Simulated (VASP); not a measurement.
# Si2Mo (I4/mmm) in VASP: settings compared

Si2Mo is run at these levels: revPBE+D3(BJ), PBEsol, PBEsol+D4; tasks: relaxation of cell and atoms, single point.

Program: VASP 6.6.1. These are calculated values, not measurements. Logs are shortened: lines on timing, memory, paths and dates and some standing lists are left out, and cuts for length are marked.

### 1 The cell of the first run

The structure is tetragonal, space group I4/mmm (No. 139). The conventional cell has a = 3.200 Å, b = 3.200 Å, c = 7.861 Å, α = 90.00°, β = 90.00°, γ = 90.00°. Mo (site symmetry 4/mmm) has 10 Si at 2.62 Å and 4 Mo at 3.20 Å within 3.5 Å. Si (site symmetry 4mm) has 9 Si at 2.61 to 3.20 Å and 5 Mo at 2.62 Å within 3.4 Å.

### 2 Relaxation of cell and atoms, revPBE+D3(BJ)

Input file INCAR:

```
  ALGO = Normal
  EDIFF = 1E-6
  EDIFFG = -0.01
  ENCUT = 600
  GGA = RE
  IBRION = 2
  ISIF = 3
  ISMEAR = -1
  IVDW = 12
  LASPH = T
  LCHARG = F
  LREAL = F
  LWAVE = F
  NELM = 80
  NSW = 60
  PREC = Accurate
  SIGMA = 0.05
```

Input file KPOINTS:

```
k-points
0
Gamma
  12 12 12
```

Input file POSCAR:

```
Si2Mo
1.0
   -1.6000000000      1.6000000000      3.9305000000
    1.6000000000     -1.6000000000      3.9305000000
    1.6000000000      1.6000000000     -3.9305000000
Mo Si
1 2
Direct
    0.0000000000      0.0000000000      0.0000000000
    0.6670000000      0.6670000000      0.0000000000
    0.3330000000      0.3330000000      0.0000000000
```

Potentials or basis: VASP PAW PBE potentials, release 64 (Mo_sv, Si).

Command:

```sh
$ cat potpaw_PBE.64/Mo_sv/POTCAR potpaw_PBE.64/Si/POTCAR > POTCAR
$ mpirun -np 1 vasp_std > vasp.out
```

OUTCAR:

```text
EDIFF = 1E-6
   EDIFFG = -0.01
   ENCUT = 600
   GGA = RE
   IBRION = 2
   ISIF = 3
   ISMEAR = -1
   IVDW = 12
   LASPH = T
   LREAL = F
   NELM = 80
   NSW = 60
   PREC = Accurate
 IVDW          = 12

 ion  position               nearest neighbor table
   1  0.000  0.000  0.000-   2 2.62   3 2.62   2 2.62   3 2.62   2 2.62   3 2.62   3 2.62   2 2.62
                             2 2.62   3 2.62
   2  0.667  0.667  0.000-   3 2.61   3 2.61   3 2.61   3 2.61   1 2.62   1 2.62   1 2.62   1 2.62
                             1 2.62   3 2.63
   3  0.333  0.333  0.000-   2 2.61   2 2.61   2 2.61   2 2.61   1 2.62   1 2.62   1 2.62   1 2.62
                             1 2.62   2 2.63

  LATTYP: Found a body centered tetragonal cell.
 ALAT       =     3.2000000000
 C/A-ratio  =     2.4565625000

  Lattice vectors:

 A1 = (  -1.6000000000,   1.6000000000,   3.9305000000)
 A2 = (   1.6000000000,  -1.6000000000,   3.9305000000)
 A3 = (   1.6000000000,   1.6000000000,  -3.9305000000)

Analysis of symmetry for initial positions (statically):
=====================================================================
 Subroutine PRICEL returns:
 Original cell was already a primitive cell.

 Routine SETGRP: Setting up the symmetry group for a
 body centered tetragonal supercell.

 Subroutine GETGRP returns: Found 16 space group operations
 (whereof 16 operations were pure point group operations)
 out of a pool of 16 trial point group operations.

The static configuration has the point symmetry D_4h.

Analysis of symmetry for dynamics (positions and initial velocities):
=====================================================================
 Subroutine PRICEL returns:
 Original cell was already a primitive cell.

 Routine SETGRP: Setting up the symmetry group for a
 body centered tetragonal supercell.

 Subroutine GETGRP returns: Found 16 space group operations
 (whereof 16 operations were pure point group operations)
 out of a pool of 16 trial point group operations.

The dynamic configuration has the point symmetry D_4h.

 Subroutine INISYM returns: Found 16 space group operations
 (whereof 16 operations are pure point group operations),
 and found     1 'primitive' translations

----------------------------------------------------------------------------------------

                                     Primitive cell

  volume of cell :      40.2483

  direct lattice vectors                    reciprocal lattice vectors
    -1.600000000  1.600000000  3.930500000     0.000000000  0.312500000  0.127210279
     1.600000000 -1.600000000  3.930500000     0.312500000  0.000000000  0.127210279
     1.600000000  1.600000000 -3.930500000     0.312500000  0.312500000  0.000000000

  length of vectors
     4.535287229  4.535287229  4.535287229     0.337399918  0.337399918  0.441941738

  position of ions in fractional coordinates (direct lattice)
     0.000000000  0.000000000  0.000000000
     0.667000000  0.667000000  0.000000000
     0.333000000  0.333000000  0.000000000

[... 81 lines left out ...]
   IBRION =      2    ionic relax: 0-MD 1-quasi-New 2-CG
   NFREE  =      1    steps in history (QN), initial steepest desc. (CG)
   ISIF   =      3    stress and relaxation
   ISYM   =      2    0-nonsym 1-usesym 2-fastsym
   POTIM  = 0.5000    time-step for ionic-motion
   TEBEG  =    0.0;   TEEND  =   0.0 temperature during run
   PSTRESS=    0.0 pullay stress
   NELECT =      22.0000    total number of electrons
   NUPDOWN=      -1.0000    fix difference up-down
   EMIN   =  10.00;   EMAX   =-10.00  energy-range for DOS
   EFERMI =   0.00;   METHOD = LEGACY
   ISMEAR =    -1;   SIGMA  =   0.05  broadening in eV -4-tet -1-fermi 0-gaus
   EFERMI_NEDOS =   21; number of points for ismear=-14 and -15
   IALGO  =     38    algorithm
   IMIX   =      4    mixing-type and parameters
     AMIX     =   0.40;   BMIX     =  1.00
     AMIX_MAG =   1.60;   BMIX_MAG =  1.00
  volume/ion in A,a.u.               =      13.42        90.54
  Fermi-wavevector in a.u.,A,eV,Ry     =   1.338546  2.529484 24.377614  1.791704
  Thomas-Fermi vector in A             =   2.467007
   LORBIT       =      0    0 simple, 1 ext, 2 COOP (PROOUT), +10 PAW based schemes
   GGA     = RE    functional components
   LHFCALC =     F    Hartree Fock is set to
   AEXX    =    0.0000 exact exchange contribution
   IVDW    =    12    specifies the selected vdW correction
   LEPSILON=     F    determine dielectric tensor
   LRPA    =     F    only Hartree local field effects (RPA)
 conjugate gradient relaxation of ions
 non-spin polarized calculation
  energy-cutoff  :      600.00
  volume of cell :       40.25
 maximum number of plane-waves:      1362
   NGX = 19   NGY = 19   NGZ = 19

--------------------------------------- Ionic step        1  -------------------------------------------

 number of electron      22.0000000 magnetization

 Free energy of the ion-electron system (eV)
  ---------------------------------------------------
  ext. energy  EPLUGINS =         0.00000000
  ---------------------------------------------------
  free energy    TOTEN  =       -22.32096283 eV

  energy without entropy =      -22.31869929  energy(sigma->0) =      -22.31983106

------------------------ aborting loop because EDIFF is reached ----------------------------------------

 Edisp (eV)   -3.31474

 E8    (eV) :    -2.3174
[... 237 lines left out ...]
--------------------------------------- Ionic step        7  -------------------------------------------

 number of electron      22.0000000 magnetization

 Free energy of the ion-electron system (eV)
  ---------------------------------------------------
  ext. energy  EPLUGINS =         0.00000000
  ---------------------------------------------------
  free energy    TOTEN  =       -22.22162853 eV

  energy without entropy =      -22.21935181  energy(sigma->0) =      -22.22049017

 E-fermi :  12.9962     XC(G=0): -12.6172

 val. band max:       12.9327402650   @ k =  -0.4167   0.5000   0.3333
 cond. band min:      13.0153009878   @ k =   0.0833  -0.0000   0.0000
 fundamental gap:      0.0825607228
 Fermi energy:        12.9962301798

 k-point     1 :       0.0000    0.0000    0.0000
  band No.  band energies     occupation
      1     -47.6756      2.00000
      2     -21.8645      2.00000
      3     -21.7550      2.00000
      4     -21.7550      2.00000
      5      -0.7859      2.00000
      6       6.3400      2.00000
      7       9.6250      2.00000
      8       9.7487      2.00000
      9      10.2472      2.00000
     10      10.2472      2.00000
     11      13.4083      0.00053
     12      15.9528      0.00000
     13      16.4408      0.00000
     14      16.7156      0.00000
[... 401 lines left out ...]
      2     -22.0272      2.00000
      3     -21.8326      2.00000
      4     -21.8004      2.00000
      5       2.2595      2.00000
      6       4.8046      2.00000
      7       7.4389      2.00000
      8       8.8977      2.00000
      9      10.2012      2.00000
     10      10.8325      2.00000
     11      11.0174      2.00000
     12      15.1333      0.00000
     13      15.4815      0.00000
     14      16.8165      0.00000
     15      17.6071      0.00000

 [... further k-points ...]

------------------------ aborting loop because EDIFF is reached ----------------------------------------

 Edisp (eV)   -3.47153

 E8    (eV) :    -2.4277
[... 26 lines left out ...]
  FREE ENERGIE OF THE ION-ELECTRON SYSTEM (eV)
  ---------------------------------------------------
  free  energy   TOTEN  =       -25.6931597514 eV

  energy  without entropy=      -25.6908830262  energy(sigma->0) =      -25.69202139

 reached required accuracy - stopping structural energy minimisation
```

Wall time 5.8 min (1 thread of Intel Xeon 6975P-C (Granite Rapids), shared host); peak memory 0.3 GiB.

Results:

```
Free energy                            : -25.6932 eV
Relaxed volume                         : 12.83 Å³/atom
Relaxed cell                           : a = 4.469 Å, b = 4.469 Å, c = 4.469 Å, α = 138.69°, β = 138.69°, γ = 59.85°
Space group after relaxing (to 0.05 Å) : I4/mmm (No. 139)
Energy gained by relaxing              : 19.2 meV/atom
Ionic steps                            : 7
Pressure after relaxing                : 0.0 GPa
Band gap on the k mesh                 : zero (band 11 reaches 13.52 eV, above the bottom of band 12 at 12.52 eV)
Dispersion energy per atom             : -1.157 eV
```

Step by step:
| step | energy change (eV) | largest force (eV/Å) | pressure (GPa) | volume (Å³) |
| --- | --- | --- | --- | --- |
| 1 | 0.0000 | 0.2632 | -9.65 | 40.25 |
| 2 | 0.1169 | 0.2622 | 21.15 | 35.72 |
| 3 | -0.0568 | 0.1028 | -0.18 | 38.52 |
| 4 | -0.0568 | 0.0989 | 0.05 | 38.49 |
| 5 | -0.0574 | 0.0059 | 0.04 | 38.49 |
| 6 | -0.0574 | 0.0198 | 0.04 | 38.49 |
| 7 | -0.0575 | 0.0019 | -0.01 | 38.50 |

Final structure:
```
Mo Si
1.0
    -1.57643    1.57643    3.87325
     1.57643   -1.57643    3.87325
     1.57643    1.57643   -3.87325
Mo Si
1 2
Direct
  0.00000 0.00000 0.00000
  0.66583 0.66583 0.00000
  0.33417 0.33417 0.00000
```

Caveat: the PAW data sets were made with another functional, which shifts forces and pressure a little; pairwise dispersion overbinds metals, which lowers pressure and volume.

(Part 1 of 2 ends here.)
